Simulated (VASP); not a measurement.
A run of VASP 6.6.1:

Contents of POSCAR:

```
AgCl
1.0
    1.9732523450     -5.8843150341      0.0000000000
    1.9732523450      5.8843150341      0.0000000000
    0.0000000000      0.0000000000      4.1750236408
Ag Cl
2 2
Direct
    0.3647980207      0.6352019793      0.7500000000
    0.6352019793      0.3647980207      0.2500000000
    0.8677809837      0.1322190163      0.2500000000
    0.1322190163      0.8677809837      0.7500000000
```

The input INCAR.step1:

```
SYSTEM = AgCl
PREC = Accurate ; ENCUT = 520
ISMEAR = 0 ; SIGMA = 0.01
LREAL = .FALSE. ; LASPH = .TRUE.
NELM = 80 ; NBANDS = 26
GGA = PE ; ALGO = Normal
EDIFF = 1E-4 ; LWAVE = .TRUE.
LCHARG = .FALSE.
```

The input INCAR.step2:

```
SYSTEM = AgCl
PREC = Accurate ; ENCUT = 520
EDIFF = 1E-7 ; ISMEAR = 0
SIGMA = 0.01 ; LREAL = .FALSE.
LASPH = .TRUE. ; NELM = 80
ALGO = Normal ; ISIF = 2
LWAVE = .FALSE. ; LCHARG = .TRUE.
METAGGA = R2SCAN ; LMIXTAU = .TRUE.
LELF = .TRUE. ; LVHAR = .TRUE.
NBANDS = 26 ; ISTART = 1
```

Contents of KPOINTS:

```
regular mesh
0
G
  8 8 6
  0 0 0
```

Potentials or basis: VASP PAW PBE potentials, release 64 (Ag, Cl).

Launch:

```sh
$ cat potpaw_PBE.64/Ag/POTCAR potpaw_PBE.64/Cl/POTCAR > POTCAR
$ cp INCAR.step1 INCAR
$ mpirun -np 1 vasp_std > vasp.out
$ cp INCAR.step2 INCAR
$ mpirun -np 1 vasp_std > vasp.out
```

Hardware: 1 thread of Intel(R) Xeon(R) Platinum 8375C CPU @ 2.90GHz (Ice Lake), on a shared host.

Question: Estimate the wall time of this run.

Answer: Wall time 9.2 min on 1 thread of Intel(R) Xeon(R) Platinum 8375C CPU @ 2.90GHz (Ice Lake), with other jobs on the host, peak memory 0.39 GiB. Counts: k points 84.
